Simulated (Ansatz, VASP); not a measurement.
AlN: VASP beside Ansatz

```
Al N
1.0
     0.00000    2.18399    2.18399
     2.18399    0.00000    2.18399
     2.18399    2.18399    0.00000
Al N
1 1
Cartesian
  0.0000 0.0000 -0.0389
  3.2760 3.2760 3.3510
```

Change from the starting cell: mode 4 (656.9 1/cm) frozen in, largest displacement +0.075 Å.

Alike in both runs: task single point; functional PBE; k mesh 10 × 10 × 10; occupations gaussian, width 0.05 eV; no spin polarisation.

|  | VASP | Ansatz |
| --- | --- | --- |
| version | VASP 6.6.1 | Ansatz 0.2.0 |
| potentials or method | VASP PAW PBE potentials, release 64 (Al, N), cutoff 520 eV | scalar-relativistic, plane waves, PAW |
| valence electrons in the cell | 8 | 8 |

```csv
,VASP,Ansatz,Ansatz less VASP
gap on the k mesh at the Fermi level (eV),3.02,3.03,+0.009
least direct gap on the mesh (eV),3.88,3.87,-0.010
pressure (GPa),6.2,6.5,+0.25
"traceless stress, the component that is largest in VASP (GPa)",8.30,8.25,-0.047
rms of the force components (eV/Å),0.954,0.950,-0.0034
```

Atom by atom the forces differ by 0.003 eV/Å (rms over components). The functional is the same, so the differences come from potentials, cutoffs and numerics.
